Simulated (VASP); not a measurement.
# CdS (P6_3mc) in VASP: a series of runs

CdS is run at these levels: r2SCAN; tasks: single point.

Program: VASP 6.6.1. These are calculated values, not measurements. Logs are shortened: lines on timing, memory, paths and dates and some standing lists are left out, and cuts for length are marked.

### Step 1. The cell of the first run

Symmetry: P6_3mc, No. 186, hexagonal system. The conventional cell has a = 4.238 Å, b = 4.238 Å, c = 6.749 Å, α = 90.00°, β = 90.00°, γ = 120.00°. Cd (site symmetry 3m) has 4 S at 2.57 to 2.60 Å within 3.4 Å. S (site symmetry 3m) has 4 Cd at 2.57 to 2.60 Å within 3.4 Å.

### Step 2. Single point, r2SCAN (strain +0.025 along x and y, +0.000 along z)

POSCAR reads:

```
CdS
1.0
    4.2381691835      0.0000000000      0.0000000000
   -2.1190845917      3.6703621784      0.0000000000
    0.0000000000      0.0000000000      6.7490000000
Cd S
2 2
Direct
    0.3333333333      0.6666666667      0.0000000000
    0.6666666667      0.3333333333      0.5000000000
    0.3333333333      0.6666666667      0.3850000000
    0.6666666667      0.3333333333      0.8850000000
```

INCAR.step1 reads:

```
SYSTEM = CdS
ALGO     = Normal         ! electronic algorithm
EDIFF    = 1E-4           ! SCF threshold, eV
ENCUT    = 520            ! plane-wave cutoff, eV
GGA      = PE             ! functional
ISMEAR   = 0              ! smearing method
LASPH    = .True.         ! aspherical terms in the spheres
LCHARG   = .False.        ! write CHGCAR
LREAL    = .False.        ! projectors in reciprocal space
LWAVE    = .True.         ! write WAVECAR
NBANDS   = 26             ! bands
NELM     = 80             ! most SCF steps
PREC     = Accurate       ! precision mode
SIGMA    = 0.05           ! smearing width, eV
```

INCAR.step2 reads:

```
SYSTEM = CdS
ALGO     = Normal         ! electronic algorithm
EDIFF    = 1E-6           ! SCF threshold, eV
ENCUT    = 520            ! plane-wave cutoff, eV
ISIF     = 2              ! what is computed and relaxed
ISMEAR   = 0              ! smearing method
ISTART   = 1            
LASPH    = .True.         ! aspherical terms in the spheres
LCHARG   = .False.        ! write CHGCAR
LMIXTAU  = .True.       
LREAL    = .False.        ! projectors in reciprocal space
LWAVE    = .False.        ! write WAVECAR
METAGGA  = R2SCAN         ! meta-GGA
NBANDS   = 26             ! bands
NELM     = 80             ! most SCF steps
PREC     = Accurate       ! precision mode
SIGMA    = 0.05           ! smearing width, eV
```

KPOINTS reads:

```
k-points
0
Gamma
  12 12 4
  0 0 0
```

Potentials or basis: VASP PAW PBE potentials, release 64 (Cd, S).

The run is started by

```console
> cat potpaw_PBE.64/Cd/POTCAR potpaw_PBE.64/S/POTCAR > POTCAR
> cp INCAR.step1 INCAR
> mpirun -np 1 vasp_std > vasp.out
> cp INCAR.step2 INCAR
> mpirun -np 1 vasp_std > vasp.out
```

OUTCAR:

```text
SYSTEM = CdS
   EDIFF = 1E-6
   ENCUT = 520
   ISIF = 2
   ISMEAR = 0
   ISTART = 1
   LASPH = .True.
   LREAL = .False.
   METAGGA = R2SCAN
   NELM = 80
   PREC = Accurate

 ion  position               nearest neighbor table
   1  0.333  0.667  0.000-   4 2.57   4 2.57   4 2.57   3 2.60
   2  0.667  0.333  0.500-   3 2.57   3 2.57   3 2.57   4 2.60
   3  0.333  0.667  0.385-   2 2.57   2 2.57   2 2.57   1 2.60
   4  0.667  0.333  0.885-   1 2.57   1 2.57   1 2.57   2 2.60

  LATTYP: Found a hexagonal cell.
 ALAT       =     4.2381691835
 C/A-ratio  =     1.5924328897

  Lattice vectors:

 A1 = (   4.2381691835,   0.0000000000,   0.0000000000)
 A2 = (  -2.1190845917,   3.6703621784,   0.0000000000)
 A3 = (   0.0000000000,   0.0000000000,   6.7490000000)

Analysis of symmetry for initial positions (statically):
=====================================================================
 Subroutine PRICEL returns:
 Original cell was already a primitive cell.

 Routine SETGRP: Setting up the symmetry group for a
 hexagonal supercell.

 Subroutine GETGRP returns: Found 12 space group operations
 (whereof  6 operations were pure point group operations)
 out of a pool of 24 trial point group operations.

The static configuration has the point symmetry C_3v.
 The point group associated with its full space group is C_6v.

Analysis of symmetry for dynamics (positions and initial velocities):
=====================================================================
 Subroutine PRICEL returns:
 Original cell was already a primitive cell.

 Routine SETGRP: Setting up the symmetry group for a
 hexagonal supercell.

 Subroutine GETGRP returns: Found 12 space group operations
 (whereof  6 operations were pure point group operations)
 out of a pool of 24 trial point group operations.

The dynamic configuration has the point symmetry C_3v.
 The point group associated with its full space group is C_6v.

 Subroutine INISYM returns: Found 12 space group operations
 (whereof  6 operations are pure point group operations),
 and found     1 'primitive' translations

----------------------------------------------------------------------------------------

                                     Primitive cell

  volume of cell :     104.9849

  direct lattice vectors                    reciprocal lattice vectors
     4.238169184  0.000000000  0.000000000     0.235950939  0.136226338  0.000000000
    -2.119084592  3.670362178  0.000000000     0.000000000  0.272452677  0.000000000
[... 86 lines left out ...]
   LASPH  =      T    aspherical Exc in radial PAW
   ENCUT  =  520.0 eV  38.22 Ry    6.18 a.u.   7.88  7.88 12.55*2*pi/ulx,y,z
   NELM   =     80;   NELMIN=  2; NELMDL=  0     # of ELM steps
   EDIFF  = 0.1E-05   stopping-criterion for ELM
   LREAL  =      F    real-space projection
   EDIFFG = 0.1E-04   stopping-criterion for IOM
   NSW    =      0    number of steps for IOM
   IBRION =     -1    ionic relax: 0-MD 1-quasi-New 2-CG
   NFREE  =      0    steps in history (QN), initial steepest desc. (CG)
   ISIF   =      2    stress and relaxation
   ISYM   =      2    0-nonsym 1-usesym 2-fastsym
   POTIM  = 0.5000    time-step for ionic-motion
   TEBEG  =    0.0;   TEEND  =   0.0 temperature during run
   PSTRESS=    0.0 pullay stress
   NELECT =      36.0000    total number of electrons
   NUPDOWN=      -1.0000    fix difference up-down
   EMIN   =  10.00;   EMAX   =-10.00  energy-range for DOS
   EFERMI =   0.00;   METHOD = LEGACY
   ISMEAR =     0;   SIGMA  =   0.05  broadening in eV -4-tet -1-fermi 0-gaus
   EFERMI_NEDOS =   21; number of points for ismear=-14 and -15
   IALGO  =     38    algorithm
   IMIX   =      4    mixing-type and parameters
     AMIX     =   0.40;   BMIX     =  1.00
     AMIX_MAG =   1.60;   BMIX_MAG =  1.00
  volume/ion in A,a.u.               =      26.25       177.12
  Fermi-wavevector in a.u.,A,eV,Ry     =   1.145865  2.165371 17.864539  1.313007
  Thomas-Fermi vector in A             =   2.282552
   LORBIT       =      0    0 simple, 1 ext, 2 COOP (PROOUT), +10 PAW based schemes
   METAGGA = R2SCAN    functional components
   LHFCALC =     F    Hartree Fock is set to
   AEXX    =    0.0000 exact exchange contribution
   IVDW    =     0    specifies the selected vdW correction
   LEPSILON=     F    determine dielectric tensor
   LRPA    =     F    only Hartree local field effects (RPA)
 non-spin polarized calculation
 Gauss-broadening in eV      SIGMA  =   0.05
  energy-cutoff  :      520.00
  volume of cell :      104.98
 maximum number of plane-waves:      2851
 NGX is ok and might be reduce to    32
   NGX = 15   NGY = 15   NGZ = 25

 number of electron      35.9999999 magnetization

 Free energy of the ion-electron system (eV)
  ---------------------------------------------------
  ext. energy  EPLUGINS =         0.00000000
  ---------------------------------------------------
  free energy    TOTEN  =       -59.36242855 eV

  energy without entropy =      -59.36242855  energy(sigma->0) =      -59.36242855

 E-fermi :   0.7813     XC(G=0):  -9.4492

 val. band max:        0.5860175385   @ k =   0.0000   0.0000   0.0000
 cond. band min:       2.1330044318   @ k =   0.0000   0.0000   0.0000
 fundamental gap:      1.5469868933
 Fermi energy:         0.7813463293

 k-point     1 :       0.0000    0.0000    0.0000
  band No.  band energies     occupation
      1     -11.9557      2.00000
      2     -11.5631      2.00000
      3      -7.1854      2.00000
      4      -7.1854      2.00000
      5      -7.1529      2.00000
      6      -7.1127      2.00000
[... 685 lines left out ...]
     25       8.8988      0.00000
     26      10.1072      0.00000

 [... further k-points ...]
[... 5 lines left out ...]
  --------------------------------------------------------------------------------------
  -------------------------------------------------------------------------------------
  Total       -1.1115513     -1.1115513     -0.9104174     -0.0000000     -0.0000000      0.0000000
  in kB      -16.9634213    -16.9634213    -13.8939098     -0.0000000     -0.0000000      0.0000000
  external PRESSURE =     -15.9402508 kB  Pullay stress =       0.0000000 kB

 VOLUME and BASIS-vectors are now :
 -----------------------------------------------------------------------------
  energy-cutoff  :      520.00
  volume of cell :      104.98
      direct lattice vectors                 reciprocal lattice vectors
     4.238169184  0.000000000  0.000000000     0.235950939  0.136226338  0.000000000
    -2.119084592  3.670362178  0.000000000     0.000000000  0.272452677  0.000000000
     0.000000000  0.000000000  6.749000000     0.000000000  0.000000000  0.148170099

 POSITION                                       TOTAL-FORCE (eV/Angst)
 -----------------------------------------------------------------------------------
     -0.00000      2.44691      0.00000        -0.000000      0.000000      0.092201
      2.11908      1.22345      3.37450         0.000000      0.000000      0.092201
     -0.00000      2.44691      2.59836        -0.000000      0.000000     -0.092201
      2.11908      1.22345      5.97286        -0.000000      0.000000     -0.092201
 -----------------------------------------------------------------------------------
    total drift:                               -0.000000      0.000000      0.008014

  FREE ENERGIE OF THE ION-ELECTRON SYSTEM (eV)
  ---------------------------------------------------
  free  energy   TOTEN  =       -59.3624285546 eV

  energy  without entropy=      -59.3624285546  energy(sigma->0) =      -59.36242855
```

It took 5.4 min on 1 thread of Intel Xeon Platinum 8259CL at 2.50GHz (Skylake/Cascade Lake), shared host; peak memory 0.31 GiB.

Results:

```
Free energy            : -59.3624 eV
Pressure               : -1.6 GPa
Largest force          : 0.092 eV/Å
Band gap on the k mesh : 1.55 eV, direct
```

Forces in eV/Å, atoms in the order of the input:
```
Cd   0.000  0.000  0.092
Cd   0.000  0.000  0.092
S    0.000  0.000 -0.092
S    0.000  0.000 -0.092
```

Stress tensor (GPa, compression positive):
```
-1.70  0.00  0.00
 0.00 -1.70  0.00
 0.00  0.00 -1.39
```

Caveat: the cell differs from its parent crystal (strain +0.025 along x and y, +0.000 along z); the PAW data sets were made with another functional, which shifts forces and pressure a little.

### Step 3. Single point, r2SCAN (strain +0.050 along x and y, -0.025 along z)

POSCAR reads:

```
CdS
1.0
    4.3415391636      0.0000000000      0.0000000000
   -2.1707695818      3.7598832072      0.0000000000
    0.0000000000      0.0000000000      6.5802750000
Cd S
2 2
Direct
    0.3333333333      0.6666666667      0.0000000000
    0.6666666667      0.3333333333      0.5000000000
    0.3333333333      0.6666666667      0.3850000000
    0.6666666667      0.3333333333      0.8850000000
```

INCAR.step1 reads:

```
SYSTEM = CdS
PREC = Accurate ; ENCUT = 520
ISMEAR = 0 ; SIGMA = 0.05
LREAL = .FALSE. ; LASPH = .TRUE.
NELM = 80 ; NBANDS = 26
GGA = PE ; ALGO = Normal
EDIFF = 1E-4 ; LWAVE = .TRUE.
LCHARG = .FALSE.
```

INCAR.step2 reads:

```
SYSTEM = CdS
PREC = Accurate ; ENCUT = 520
EDIFF = 1E-6 ; ISMEAR = 0
SIGMA = 0.05 ; LREAL = .FALSE.
LASPH = .TRUE. ; NELM = 80
ALGO = Normal ; ISIF = 2
LWAVE = .FALSE. ; LCHARG = .TRUE.
METAGGA = R2SCAN ; LMIXTAU = .TRUE.
LELF = .TRUE. ; LVHAR = .TRUE.
NBANDS = 26 ; ISTART = 1
```

KPOINTS reads:

```
regular mesh
0
G
  12 12 4
  0 0 0
```

Potentials or basis: VASP PAW PBE potentials, release 64 (Cd, S).

The run is started by

```console
> cat potpaw_PBE.64/Cd/POTCAR potpaw_PBE.64/S/POTCAR > POTCAR
> cp INCAR.step1 INCAR
> mpirun -np 1 vasp_std > vasp.out
> cp INCAR.step2 INCAR
> mpirun -np 1 vasp_std > vasp.out
```

It took 6.9 min on 1 thread of Intel Xeon Platinum 8259CL at 2.50GHz (Skylake/Cascade Lake), shared host; peak memory 0.31 GiB.

The run converged. Its results:

```
Free energy            : -59.2762 eV
Pressure               : -2.6 GPa
Largest force          : 0.210 eV/Å
Band gap on the k mesh : 1.44 eV, direct
```

Forces on the atoms (eV/Å):
```
Cd   0.000  0.000 -0.210
Cd   0.000  0.000 -0.210
S    0.000  0.000  0.210
S    0.000  0.000  0.210
```

Stress tensor (GPa, compression positive):
```
-4.15  0.00  0.00
 0.00 -4.15  0.00
 0.00  0.00  0.41
```

Levels at points of the mesh, in eV from the valence-band top:
```
           k point  band 16  band 17  band 18  band 19  band 20  band 21
(0.00, 0.00, 0.00)    -0.11    -0.11     0.00     1.44     2.68     6.66
(0.50, 0.00, 0.00)    -1.87    -1.14    -0.72     3.88     4.00     5.67
(0.00, 0.00, 0.50)    -0.51    -0.51    -0.51     2.99     2.99     6.70
(0.50, 0.00, 0.50)    -1.33    -1.03    -1.03     3.87     3.87     5.76
```

Caveat: the cell differs from its parent crystal (strain +0.050 along x and y, -0.025 along z); the PAW data sets were made with another functional, which shifts forces and pressure a little. A k mesh can miss the band edges.

(Part 1 of 2 ends here.)
